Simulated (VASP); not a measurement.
# SnO in VASP: notebook, part 2 of 2

VASP 6.6.1. Earlier steps stand in the parts before.

**4. Single point, r2SCAN**

This run uses another cell than the first one, of 15.17 Å³/atom.

File POSCAR:

```
SnO
1.0
    2.6227411143     -2.6227409575      0.0000000000
    2.6227411143      2.6227409575      0.0000000000
    0.0000000000      0.0000000000      8.8219455526
Sn O
4 4
Direct
    0.7499483432      0.2500516568      0.8809044706
    0.2500516568      0.7499483432      0.1190955294
    0.7500516568      0.2499483432      0.3809044706
    0.2499483432      0.7500516568      0.6190955294
    0.2500495667      0.2499504333      0.2500000000
    0.7499504333      0.7500495667      0.7500000000
    0.2499504333      0.2500495667      0.7500000000
    0.7500495667      0.7499504333      0.2500000000
```

File INCAR.step1:

```
SYSTEM = SnO
ALGO = Normal ; EDIFF = 1E-4
ENCUT = 520 ; GGA = PE
ISMEAR = 0 ; LASPH = .True.
LCHARG = .False. ; LREAL = .False.
LWAVE = .True. ; NBANDS = 50
NELM = 100 ; PREC = Accurate
SIGMA = 0.1
```

File INCAR.step2:

```
SYSTEM = SnO
ALGO = Normal ; EDIFF = 1E-6
ENCUT = 520 ; ISIF = 2
ISMEAR = 0 ; ISTART = 1
LASPH = .True. ; LCHARG = .False.
LMIXTAU = .True. ; LREAL = .False.
LWAVE = .False. ; METAGGA = R2SCAN
NBANDS = 50 ; NELM = 100
PREC = Accurate ; SIGMA = 0.1
```

File KPOINTS:

```
k-points
0
Gamma
  10 10 4
  0 0 0
```

Potentials or basis: VASP PAW PBE potentials, release 64 (Sn_d, O).

On the command line:

```bash
> cat potpaw_PBE.64/Sn_d/POTCAR potpaw_PBE.64/O/POTCAR > POTCAR
> cp INCAR.step1 INCAR
> mpirun -np 1 vasp_std > vasp.out
> cp INCAR.step2 INCAR
> mpirun -np 1 vasp_std > vasp.out
```

OUTCAR:

```text
SYSTEM = SnO
   EDIFF = 1E-6
   ENCUT = 520
   ISIF = 2
   ISMEAR = 0
   ISTART = 1
   LASPH = .True.
   LREAL = .False.
   METAGGA = R2SCAN
   NELM = 100
   PREC = Accurate

 ion  position               nearest neighbor table
   1  0.750  0.250  0.881-   6 2.18   7 2.18   7 2.18   6 2.18   2 3.36   2 3.36   2 3.36   2 3.36
                             4 3.49   4 3.49   4 3.49   4 3.49
   2  0.250  0.750  0.119-   5 2.18   8 2.18   5 2.18   8 2.18   1 3.36   1 3.36   1 3.36   1 3.36
                             3 3.49   3 3.49   3 3.49   3 3.49
   3  0.750  0.250  0.381-   5 2.18   8 2.18   8 2.18   5 2.18   4 3.36   4 3.36   4 3.36   4 3.36
                             2 3.49   2 3.49   2 3.49   2 3.49
   4  0.250  0.750  0.619-   6 2.18   7 2.18   6 2.18   7 2.18   3 3.36   3 3.36   3 3.36   3 3.36
                             1 3.49   1 3.49   1 3.49   1 3.49
   5  0.250  0.250  0.250-   2 2.18   3 2.18   3 2.18   2 2.18
   6  0.750  0.750  0.750-   1 2.18   4 2.18   1 2.18   4 2.18
   7  0.250  0.250  0.750-   1 2.18   4 2.18   4 2.18   1 2.18
   8  0.750  0.750  0.250-   2 2.18   3 2.18   2 2.18   3 2.18

  LATTYP: Found a simple tetragonal cell.
 ALAT       =     3.7091159436
 C/A-ratio  =     2.3784496594

  Lattice vectors:

 A1 = (   2.6227411143,  -2.6227409575,   0.0000000000)
 A2 = (   2.6227411143,   2.6227409575,   0.0000000000)
 A3 = (   0.0000000000,   0.0000000000,   8.8219455526)

Analysis of symmetry for initial positions (statically):
=====================================================================
 Subroutine PRICEL returns:
 Original cell was already a primitive cell.

 Routine SETGRP: Setting up the symmetry group for a
 simple tetragonal supercell.

 Subroutine GETGRP returns: Found  8 space group operations
 (whereof  4 operations were pure point group operations)
 out of a pool of 16 trial point group operations.

The static configuration has the point symmetry C_2h.
 The point group associated with its full space group is D_2h.

[... 149 lines left out ...]
   LORBIT       =      0    0 simple, 1 ext, 2 COOP (PROOUT), +10 PAW based schemes
   METAGGA = R2SCAN    functional components
   LHFCALC =     F    Hartree Fock is set to
   AEXX    =    0.0000 exact exchange contribution
   IVDW    =     0    specifies the selected vdW correction
   LEPSILON=     F    determine dielectric tensor
   LRPA    =     F    only Hartree local field effects (RPA)
 non-spin polarized calculation
 Gauss-broadening in eV      SIGMA  =   0.10
  energy-cutoff  :      520.00
  volume of cell :      121.37
 maximum number of plane-waves:      3289
   NGX = 13   NGY = 13   NGZ = 33

 number of electron      80.0000001 magnetization

 Free energy of the ion-electron system (eV)
  ---------------------------------------------------
  ext. energy  EPLUGINS =         0.00000000
  ---------------------------------------------------
  free energy    TOTEN  =      -133.34648759 eV

  energy without entropy =     -133.34171371  energy(sigma->0) =     -133.34410065

 E-fermi :   9.1254     XC(G=0): -11.8431

 val. band max:        9.1219213697   @ k =   0.1000   0.1000   0.2500
 cond. band min:       9.1491913725   @ k =  -0.4000   0.4000   0.2500
 fundamental gap:      0.0272700028
 Fermi energy:         9.1254497768

 k-point     1 :       0.0000    0.0000    0.0000
  band No.  band energies     occupation
      1     -14.2917      2.00000
      2     -14.2350      2.00000
      3     -13.6470      2.00000
      4     -13.6224      2.00000
      5     -13.6224      2.00000
      6     -13.5915      2.00000
[... 1261 lines left out ...]
     49      16.0538      0.00000
     50      16.9128      0.00000

 [... further k-points ...]

------------------------ aborting loop because EDIFF is reached ----------------------------------------

  FORCE on cell =-STRESS in cart. coord.  units (eV):
  Direction    XX          YY          ZZ          XY          YZ          ZX
  --------------------------------------------------------------------------------------
  -------------------------------------------------------------------------------------
  Total        6.6584667      6.6584782      6.5714679      0.0000000      0.0000000      0.0000000
  in kB       87.8981277     87.8982797     86.7496603      0.0000000      0.0000000      0.0000000
  external PRESSURE =      87.5153559 kB  Pullay stress =       0.0000000 kB

 VOLUME and BASIS-vectors are now :
 -----------------------------------------------------------------------------
  energy-cutoff  :      520.00
  volume of cell :      121.37
      direct lattice vectors                 reciprocal lattice vectors
     2.622741114 -2.622740958  0.000000000     0.190640242 -0.190640253  0.000000000
     2.622741114  2.622740958  0.000000000     0.190640242  0.190640253  0.000000000
     0.000000000  0.000000000  8.821945553     0.000000000  0.000000000  0.113353681

 POSITION                                       TOTAL-FORCE (eV/Angst)
 -----------------------------------------------------------------------------------
      2.62274     -1.31110      7.77129         0.000000     -0.000565      0.142468
      2.62274      1.31110      1.05065         0.000000      0.000565     -0.142468
      2.62274     -1.31164      3.36032         0.000000      0.000565      0.142468
      2.62274      1.31164      5.46163         0.000000     -0.000565     -0.142468
      1.31137     -0.00026      2.20549         0.000000      0.000189      0.000000
      3.93411      0.00026      6.61646         0.000000     -0.000189     -0.000000
      1.31137      0.00026      6.61646         0.000000     -0.000189      0.000000
      3.93411     -0.00026      2.20549         0.000000      0.000189      0.000000
 -----------------------------------------------------------------------------------
    total drift:                                0.000000     -0.000000      0.000000

  FREE ENERGIE OF THE ION-ELECTRON SYSTEM (eV)
  ---------------------------------------------------
  free  energy   TOTEN  =      -133.3464875859 eV

  energy  without entropy=     -133.3417137050  energy(sigma->0) =     -133.34410065
```

OSZICAR.step1:

```text
N       E                     dE             d eps       ncg     rms          rms(c)
DAV:   1     0.107854927690E+04    0.10785E+04   -0.37627E+04 10130   0.260E+03
DAV:   2     0.166526453963E+03   -0.91202E+03   -0.86815E+03  9404   0.718E+02
DAV:   3    -0.348493669473E+02   -0.20138E+03   -0.19244E+03 10404   0.255E+02
DAV:   4    -0.510942688851E+02   -0.16245E+02   -0.15920E+02 11108   0.758E+01
DAV:   5    -0.516411391626E+02   -0.54687E+00   -0.54517E+00 10354   0.143E+01    0.164E+01
DAV:   6    -0.444848204184E+02    0.71563E+01   -0.26494E+01 14662   0.485E+01    0.650E+00
DAV:   7    -0.446865653520E+02   -0.20174E+00   -0.42913E+00  9998   0.943E+00    0.368E+00
DAV:   8    -0.446689975866E+02    0.17568E-01   -0.67208E-01 14326   0.516E+00    0.129E+00
DAV:   9    -0.446436271520E+02    0.25370E-01   -0.14826E-01 14314   0.382E+00    0.347E-01
DAV:  10    -0.446462322531E+02   -0.26051E-02   -0.20789E-02 12920   0.141E+00    0.251E-01
DAV:  11    -0.446450968379E+02    0.11354E-02   -0.49247E-03 13212   0.684E-01    0.497E-02
DAV:  12    -0.446452127877E+02   -0.11595E-03   -0.14348E-03  9788   0.180E-01    0.477E-02
DAV:  13    -0.446452036458E+02    0.91418E-05   -0.49708E-05  5528   0.749E-02
   1 F= -.44645204E+02 E0= -.44642695E+02  d E =-.501718E-02
```

It took 55 min on 1 thread of AMD EPYC 9755, shared host; peak memory 0.48 GiB.

Results:

```
Free energy            : -133.3465 eV
Pressure               : 8.8 GPa
Largest force          : 0.142 eV/Å
Band gap on the k mesh : zero (bands 40 and 41 overlap by 0.90 eV)
```

Forces in eV/Å, atoms in the order of the input:
```
Sn   0.000 -0.001  0.142
Sn   0.000  0.001 -0.142
Sn   0.000  0.001  0.142
Sn   0.000 -0.001 -0.142
O    0.000  0.000  0.000
O    0.000  0.000  0.000
O    0.000  0.000  0.000
O    0.000  0.000  0.000
```

Stress tensor (GPa, compression positive):
```
8.79 0.00 0.00
0.00 8.79 0.00
0.00 0.00 8.67
```

Levels at points of the mesh, in eV from the Fermi level:
| k point | band 37 | band 38 | band 39 | band 40 | band 41 | band 42 | band 43 | band 44 |
| --- | --- | --- | --- | --- | --- | --- | --- | --- |
| (0.00, 0.00, 0.00) | -3.91 | -2.88 | -2.04 | 0.18 | 2.14 | 2.25 | 2.25 | 3.13 |
| (0.50, 0.00, 0.00) | -3.63 | -3.63 | -2.29 | -2.29 | 3.44 | 3.44 | 4.16 | 4.16 |
| (0.50, 0.50, 0.00) | -3.20 | -3.20 | -2.36 | -2.36 | -0.73 | -0.73 | 2.02 | 2.02 |
| (0.00, 0.00, 0.50) | -3.91 | -3.91 | -0.17 | -0.17 | 2.14 | 2.14 | 3.02 | 3.02 |
| (0.50, 0.00, 0.50) | -2.88 | -2.88 | -2.88 | -2.88 | 3.79 | 3.79 | 3.79 | 3.79 |
| (0.50, 0.50, 0.50) | -3.05 | -3.05 | -3.05 | -3.05 | 0.45 | 0.45 | 0.45 | 0.45 |

Caveat: the cell stands under pressure; the PAW data sets were made with another functional, which shifts forces and pressure a little; spin-orbit coupling is left out, which moves the levels of the heavy elements.

**5. Overview**

```tsv
cell	gap on the mesh (eV)	pressure (GPa)	largest force (eV/Å)
a = 3.559, b = 3.559, c = 8.132 Å, 8 atoms, atomic positions A	none	31.1	0.17
a = 3.644, b = 3.644, c = 8.513 Å, 8 atoms, atomic positions B	none	15.9	0.16
a = 3.709, b = 3.709, c = 8.822 Å, 8 atoms, atomic positions C	none	8.8	0.14
```

Alike in all rows: task single point; level r2SCAN; potentials or basis VASP PAW PBE potentials, release 64 (Sn_d, O); no spin polarisation; k mesh 10 × 10 × 4; cutoff (eV) 520; smearing gaussian 0.1 eV.

Caveats: the cell stands under pressure; the PAW data sets were made with another functional, which shifts forces and pressure a little; spin-orbit coupling is left out, which moves the levels of the heavy elements.

Total energies depend on the potentials used, so only differences within one code and one set of settings carry meaning.

The gap in the log of VASP goes by the Fermi energy; the results here count the filled bands.